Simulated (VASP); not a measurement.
# LuSc2N3 (P6mm) in VASP: relaxation of cell and atoms with PBE

Aim: the relaxation of cell and atoms of LuSc2N3 with PBE.

Everything below comes from runs of VASP 6.6.1. Logs are shortened: lines on timing, memory, paths and dates and some standing lists are left out, and cuts for length are marked.

## 1. The cell of the first run

Symmetry: P6mm, No. 183, hexagonal system. Conventional cell: a = 4.142 Å, b = 4.142 Å, c = 6.882 Å, α = 90.00°, β = 90.00°, γ = 120.00°. Within 3.3 Å of Lu (site symmetry 6mm) lie 6 Sc at 2.50 Å and 7 N at 2.66 to 2.76 Å. Sc (site symmetry 3m) has 1 N at 1.91 Å and 3 Sc at 2.39 Å and 3 Lu at 2.50 Å within 2.6 Å. Within 2.5 Å of N (site symmetry 3m) lie 1 Sc at 1.91 Å and 3 N at 2.39 Å. N (site symmetry 6mm) has 1 Lu at 2.76 Å and 6 Sc at 3.13 Å within 3.6 Å.

The cell was generated, and may not be a known phase.

## 2. Relaxation of cell and atoms, PBE

File INCAR:

```
SYSTEM = LuSc2N3
PREC = Accurate
ENCUT = 600
EDIFF = 1E-6
ISMEAR = 0
SIGMA = 0.1
LREAL = .FALSE.
LASPH = .TRUE.
NELM = 60
ALGO = Normal
ISIF = 3
LWAVE = .FALSE.
LCHARG = .FALSE.
GGA = PE
IBRION = 2
NSW = 90
EDIFFG = -0.04
```

File KPOINTS:

```
Automatic mesh
0
G
  6 6 4
  0 0 0
```

File POSCAR:

```
LuSc2N3
1.0
    4.1416969500      0.0000000000      0.0000000000
   -2.0708484700      3.5868147700      0.0000000000
    0.0000000000      0.0000000000      6.8824521900
Lu Sc N
1 2 3
Direct
    0.0000000000      0.0000000000      0.3859283400
    0.3333333300      0.6666666700      0.2795171400
    0.6666666700      0.3333333300      0.2795171400
    0.3333333300      0.6666666700      0.5563771600
    0.6666666700      0.3333333300      0.5563771600
    0.0000000000      0.0000000000      0.9855454700
```

Potentials or basis: VASP PAW PBE potentials, release 64 (Lu, Sc_sv, N).

On the command line:

```bash
$ cat potpaw_PBE.64/Lu/POTCAR potpaw_PBE.64/Sc_sv/POTCAR potpaw_PBE.64/N/POTCAR > POTCAR
$ mpirun -np 1 vasp_std > vasp.out
```

OUTCAR:

```text
SYSTEM = LuSc2N3
   PREC = Accurate
   ENCUT = 600
   EDIFF = 1E-6
   ISMEAR = 0
   LREAL = .FALSE.
   LASPH = .TRUE.
   NELM = 60
   ISIF = 3
   GGA = PE
   IBRION = 2
   NSW = 90
   EDIFFG = -0.04

 ion  position               nearest neighbor table
   1  0.000  0.000  0.386-   2 2.50   3 2.50   2 2.50   3 2.50   3 2.50   2 2.50   4 2.66   5 2.66
                             5 2.66   4 2.66   5 2.66   4 2.66   6 2.76
   2  0.333  0.667  0.280-   4 1.91   3 2.39   3 2.39   3 2.39   1 2.50   1 2.50   1 2.50
   3  0.667  0.333  0.280-   5 1.91   2 2.39   2 2.39   2 2.39   1 2.50   1 2.50   1 2.50
   4  0.333  0.667  0.556-   2 1.91   1 2.66   1 2.66   1 2.66
   5  0.667  0.333  0.556-   3 1.91   1 2.66   1 2.66   1 2.66
   6  0.000  0.000  0.986-   1 2.76

  LATTYP: Found a hexagonal cell.
 ALAT       =     4.1416969500
 C/A-ratio  =     1.6617469296

  Lattice vectors:

 A1 = (   4.1416969500,   0.0000000000,   0.0000000000)
 A2 = (  -2.0708484700,   3.5868147700,   0.0000000000)
 A3 = (   0.0000000000,   0.0000000000,   6.8824521900)

Analysis of symmetry for initial positions (statically):
=====================================================================
 Subroutine PRICEL returns:
 Original cell was already a primitive cell.

 Routine SETGRP: Setting up the symmetry group for a
 hexagonal supercell.

 Subroutine GETGRP returns: Found 12 space group operations
 (whereof 12 operations were pure point group operations)
 out of a pool of 24 trial point group operations.

The static configuration has the point symmetry C_6v.

Analysis of symmetry for dynamics (positions and initial velocities):
=====================================================================
 Subroutine PRICEL returns:
 Original cell was already a primitive cell.

 Routine SETGRP: Setting up the symmetry group for a
 hexagonal supercell.

 Subroutine GETGRP returns: Found 12 space group operations
 (whereof 12 operations were pure point group operations)
 out of a pool of 24 trial point group operations.

The dynamic configuration has the point symmetry C_6v.

 Subroutine INISYM returns: Found 12 space group operations
 (whereof 12 operations are pure point group operations),
 and found     1 'primitive' translations

----------------------------------------------------------------------------------------

                                     Primitive cell

  volume of cell :     102.2423

  direct lattice vectors                    reciprocal lattice vectors
     4.141696950  0.000000000  0.000000000     0.241446927  0.139399448  0.000000000
    -2.070848470  3.586814770  0.000000000     0.000000000  0.278798897  0.000000000
     0.000000000  0.000000000  6.882452190     0.000000000  0.000000000  0.145297050

  length of vectors
     4.141696950  4.141696944  6.882452190     0.278798896  0.278798897  0.145297050

  position of ions in fractional coordinates (direct lattice)
     0.000000000  0.000000000  0.385928340
     0.333333330  0.666666670  0.279517140
     0.666666670  0.333333330  0.279517140
     0.333333330  0.666666670  0.556377160
     0.666666670  0.333333330  0.556377160
     0.000000000  0.000000000  0.985545470

  ion indices of the primitive-cell ions
   primitive index   ion index
                 1           1
                 2           2
                 3           3
                 4           4
                 5           5
                 6           6

----------------------------------------------------------------------------------------

 KPOINTS: Automatic mesh

Automatic generation of k-mesh.
 Grid dimensions read from file:
 generate k-points for:    6    6    4

 Generating k-lattice:

  Cartesian coordinates                     Fractional coordinates (reciprocal lattice)
     0.040241154  0.023233241  0.000000000     0.166666667 -0.000000000  0.000000000
     0.000000000  0.046466483  0.000000000     0.000000000  0.166666667  0.000000000
     0.000000000  0.000000000  0.036324263     0.000000000  0.000000000  0.250000000

  Length of vectors
     0.046466483  0.046466483  0.036324263

  Shift w.r.t. Gamma in fractional coordinates (k-lattice)
     0.000000000  0.000000000  0.000000000

 Subroutine IBZKPT returns following result:
 ===========================================

 Found     21 irreducible k-points:

 Following reciprocal coordinates:
            Coordinates               Weight
  0.000000  0.000000  0.000000      1.000000
  0.166667  0.000000  0.000000      6.000000
  0.333333  0.000000  0.000000      6.000000
  0.500000  0.000000  0.000000      3.000000
  0.166667  0.166667  0.000000      6.000000
  0.333333  0.166667  0.000000     12.000000
[... 13 lines left out ...]
  0.333333  0.166667  0.500000     12.000000
  0.333333  0.333333  0.500000      2.000000
   k-points           NKPTS =     21   k-points in BZ     NKDIM =     21   number of bands    NBANDS=     37
   number of dos      NEDOS =    301   number of ions     NIONS =      6
   total plane-waves  NPLWV =  72576
   dimension x,y,z NGX =    36 NGY =   36 NGZ =   56
   dimension x,y,z NGXF=    72 NGYF=   72 NGZF=  112
   ions per type =               1   2   3
   NGX,Y,Z   is equivalent  to a cutoff of  14.45, 14.45, 13.53 a.u.
   NGXF,Y,Z  is equivalent  to a cutoff of  28.90, 28.90, 27.05 a.u.
 SYSTEM =  LuSc2N3
   PREC   = accura    normal or accurate (medium, high low for compatibility)
   ISTART =      0    job   : 0-new  1-cont  2-samecut
   ICHARG =      2    charge: 1-file 2-atom 10-const
   ISPIN  =      1    spin polarized calculation?
   LNONCOLLINEAR =      F non collinear calculations
   LSORBIT =      F    spin-orbit coupling
   LASPH  =      T    aspherical Exc in radial PAW
   ENCUT  =  600.0 eV  44.10 Ry    6.64 a.u.   8.27  8.27 13.75*2*pi/ulx,y,z
   NELM   =     60;   NELMIN=  2; NELMDL= -5     # of ELM steps
   EDIFF  = 0.1E-05   stopping-criterion for ELM
   LREAL  =      F    real-space projection
   EDIFFG = -.4E-01   stopping-criterion for IOM
   NSW    =     90    number of steps for IOM
   IBRION =      2    ionic relax: 0-MD 1-quasi-New 2-CG
   NFREE  =      1    steps in history (QN), initial steepest desc. (CG)
   ISIF   =      3    stress and relaxation
   ISYM   =      2    0-nonsym 1-usesym 2-fastsym
   POTIM  = 0.5000    time-step for ionic-motion
   TEBEG  =    0.0;   TEEND  =   0.0 temperature during run
   PSTRESS=    0.0 pullay stress
   NELECT =      62.0000    total number of electrons
   NUPDOWN=      -1.0000    fix difference up-down
   EMIN   =  10.00;   EMAX   =-10.00  energy-range for DOS
   EFERMI =   0.00;   METHOD = LEGACY
   ISMEAR =     0;   SIGMA  =   0.10  broadening in eV -4-tet -1-fermi 0-gaus
   EFERMI_NEDOS =   21; number of points for ismear=-14 and -15
   IALGO  =     38    algorithm
   IMIX   =      4    mixing-type and parameters
     AMIX     =   0.40;   BMIX     =  1.00
     AMIX_MAG =   1.60;   BMIX_MAG =  1.00
  volume/ion in A,a.u.               =      17.04       114.99
  Fermi-wavevector in a.u.,A,eV,Ry     =   1.385677  2.618549 26.124544  1.920100
  Thomas-Fermi vector in A             =   2.510064
   LORBIT       =      0    0 simple, 1 ext, 2 COOP (PROOUT), +10 PAW based schemes
   GGA     = PE    functional components
   LHFCALC =     F    Hartree Fock is set to
   AEXX    =    0.0000 exact exchange contribution
   IVDW    =     0    specifies the selected vdW correction
   LEPSILON=     F    determine dielectric tensor
   LRPA    =     F    only Hartree local field effects (RPA)
 conjugate gradient relaxation of ions
 non-spin polarized calculation
 Gauss-broadening in eV      SIGMA  =   0.10
  energy-cutoff  :      600.00
  volume of cell :      102.24
 maximum number of plane-waves:      3436
 NGX is ok and might be reduce to    36
   NGX = 17   NGY = 17   NGZ = 27

--------------------------------------- Ionic step        1  -------------------------------------------

 number of electron      62.0000003 magnetization

 Free energy of the ion-electron system (eV)
  ---------------------------------------------------
  ext. energy  EPLUGINS =         0.00000000
  ---------------------------------------------------
  free energy    TOTEN  =       -25.90142429 eV

  energy without entropy =      -25.84696480  energy(sigma->0) =      -25.87419455

 E-fermi :   1.2671     XC(G=0):  -9.6724

 val. band max:        1.2635141783   @ k =   0.1667   0.0000   0.0000
 cond. band min:       1.3069102878   @ k =   0.3333   0.0000   0.2500
 fundamental gap:      0.0433961095
 Fermi energy:         1.2670895746

 k-point     1 :       0.0000    0.0000    0.0000
  band No.  band energies     occupation
      1     -54.4937      2.00000
      2     -47.2872      2.00000
      3     -46.4436      2.00000
      4     -26.9343      2.00000
      5     -26.9343      2.00000
      6     -26.4894      2.00000
[... 942 lines left out ...]
  FREE ENERGIE OF THE ION-ELECTRON SYSTEM (eV)
  ---------------------------------------------------
  free  energy   TOTEN  =       -34.9253212824 eV

  energy  without entropy=      -34.8935031268  energy(sigma->0) =      -34.90941220

 E-fermi :   2.2070     XC(G=0):  -9.7114

 val. band max:        2.0551493784   @ k =   0.3333   0.1667   0.0000
 cond. band min:       2.2429204634   @ k =   0.1667   0.0000   0.5000
 fundamental gap:      0.1877710850
 Fermi energy:         2.2069647317

 k-point     1 :       0.0000    0.0000    0.0000
  band No.  band energies     occupation
      1     -53.1683      2.00000
      2     -46.9144      2.00000
      3     -46.8207      2.00000
      4     -25.9389      2.00000
      5     -25.9389      2.00000
      6     -25.6111      2.00000
[... 829 lines left out ...]
     36       5.9279      0.00000
     37       5.9279      0.00000

[... ionic steps 4 to 25 ...]

--------------------------------------- Ionic step       26  -------------------------------------------

 number of electron      62.0000001 magnetization

------------------------ aborting loop because EDIFF is reached ----------------------------------------

  FORCE on cell =-STRESS in cart. coord.  units (eV):
  Direction    XX          YY          ZZ          XY          YZ          ZX
  --------------------------------------------------------------------------------------
  -------------------------------------------------------------------------------------
  Total       -0.0850619     -0.0850619     -0.3106153     -0.0000000      0.0000000      0.0000000
  in kB       -1.7404310     -1.7404310     -6.3554289     -0.0000000      0.0000000      0.0000000
  external PRESSURE =      -3.2787636 kB  Pullay stress =       0.0000000 kB
[... 65 lines left out ...]
  energy  without entropy=      -44.4424985710  energy(sigma->0) =      -44.45197564

--------------------------------------- Ionic step       28  -------------------------------------------

 number of electron      62.0000002 magnetization

 Free energy of the ion-electron system (eV)
  ---------------------------------------------------
  ext. energy  EPLUGINS =         0.00000000
  ---------------------------------------------------
  free energy    TOTEN  =       -44.46165495 eV

  energy without entropy =      -44.44268310  energy(sigma->0) =      -44.45216902

 E-fermi :   4.8999     XC(G=0): -11.7575

 val. band max:        4.8941585298   @ k =   0.5000   0.0000   0.0000
 cond. band min:       4.9262738448   @ k =   0.3333   0.1667   0.5000
 fundamental gap:      0.0321153150
 Fermi energy:         4.8998746682

 k-point     1 :       0.0000    0.0000    0.0000
  band No.  band energies     occupation
      1     -49.8872      2.00000
      2     -44.6632      2.00000
      3     -44.3427      2.00000
      4     -23.8151      2.00000
      5     -23.8151      2.00000
      6     -23.0352      2.00000
[... 862 lines left out ...]
  FREE ENERGIE OF THE ION-ELECTRON SYSTEM (eV)
  ---------------------------------------------------
  free  energy   TOTEN  =       -44.4616549509 eV

  energy  without entropy=      -44.4426830959  energy(sigma->0) =      -44.45216902

 reached required accuracy - stopping structural energy minimisation
```

Run time: 61 min. Hardware: 1 thread of Intel Xeon Platinum 8488C (Sapphire Rapids), shared host; peak memory 0.32 GiB.

Results:

- Free energy: -44.4617 eV
- Relaxed volume: 13.03 Å³/atom
- Relaxed cell: a = 4.575 Å, b = 4.575 Å, c = 4.312 Å, α = 90.00°, β = 90.00°, γ = 120.00°
- Space group after relaxing (to 0.1 Å): P6/mmm (No. 191)
- Energy gained by relaxing: 3093.4 meV/atom
- Ionic steps: 28
- Pressure after relaxing: -0.1 GPa
- Largest force after relaxing: 0.011 eV/Å
- Band gap on the k mesh: zero (bands 31 and 32 overlap by 0.66 eV)

Forces on the atoms (eV/Å):
```
Lu   0.000  0.000 -0.011
Sc   0.000  0.000 -0.005
Sc   0.000  0.000 -0.005
N    0.000  0.000  0.008
N    0.000  0.000  0.008
N    0.000  0.000  0.004
```

Stress tensor (GPa, compression positive):
```
-0.15  0.00  0.00
 0.00 -0.15  0.00
 0.00  0.00  0.02
```

The path:
| step | energy change (eV) | largest force (eV/Å) | pressure (GPa) | volume (Å³) |
| --- | --- | --- | --- | --- |
| 1 | 0.0000 | 5.9922 | 21.53 | 102.24 |
| 2 | -8.6104 | 4.3352 | -8.20 | 137.50 |
| 3 | -9.0239 | 3.7891 | -13.12 | 149.25 |
| 4 | -10.3883 | 12.7935 | 9.07 | 125.52 |
| 5 | -11.8856 | 3.6773 | -6.07 | 134.57 |
| 6 | -11.9125 | 4.2734 | -5.13 | 133.68 |
| 7 | -14.7420 | 5.5085 | -5.46 | 112.03 |
| 8 | -14.3655 | 18.6059 | 22.37 | 82.94 |
| 9 | -15.4276 | 9.5104 | 2.73 | 98.21 |
| 10 | -16.8847 | 5.7817 | -3.18 | 93.17 |
| 11 | -17.7942 | 3.5110 | -4.78 | 86.61 |
| 12 | -17.8388 | 2.8594 | -3.56 | 84.75 |
| 13 | -17.8395 | 2.9541 | -3.83 | 85.01 |
| 14 | -17.9771 | 2.4882 | -3.35 | 84.43 |
| 15 | -18.2811 | 1.1159 | -1.54 | 82.70 |
| 16 | -18.3397 | 2.4557 | 3.66 | 79.31 |
| 17 | -18.4105 | 1.5201 | 1.14 | 80.78 |
| 18 | -18.5196 | 0.3244 | -1.28 | 80.61 |
| 19 | -18.5291 | 0.2814 | -2.15 | 80.53 |
| 20 | -18.5441 | 0.2369 | -0.87 | 79.51 |
| 21 | -18.5505 | 0.3137 | 0.90 | 78.23 |
| 22 | -18.5587 | 0.1018 | 0.43 | 77.89 |
| 23 | -18.5590 | 0.1015 | 0.27 | 77.81 |
| 24 | -18.5597 | 0.0614 | 0.15 | 77.98 |
| 25 | -18.5600 | 0.0658 | 0.02 | 78.09 |
| 26 | -18.5599 | 0.0731 | -0.33 | 78.30 |
| 27 | -18.5600 | 0.0694 | -0.19 | 78.19 |
| 28 | -18.5602 | 0.0113 | -0.09 | 78.17 |

Final structure:
```
Lu Sc N
1.0
     4.57505    0.00000    0.00000
    -2.28752    3.96211    0.00000
     0.00000    0.00000    4.31231
Lu Sc N
1 2 3
Direct
  0.00000 0.00000 0.59064
  0.33333 0.66667 0.09067
  0.66667 0.33333 0.09067
  0.33333 0.66667 0.59036
  0.66667 0.33333 0.59036
  0.00000 0.00000 0.09057
```

Caveat: the volume moved by over 15 % at a fixed basis, so the end points are rough; spin-orbit coupling is left out, which moves the levels of the heavy elements.

The gap in the log of VASP goes by the Fermi energy; the results here count the filled bands.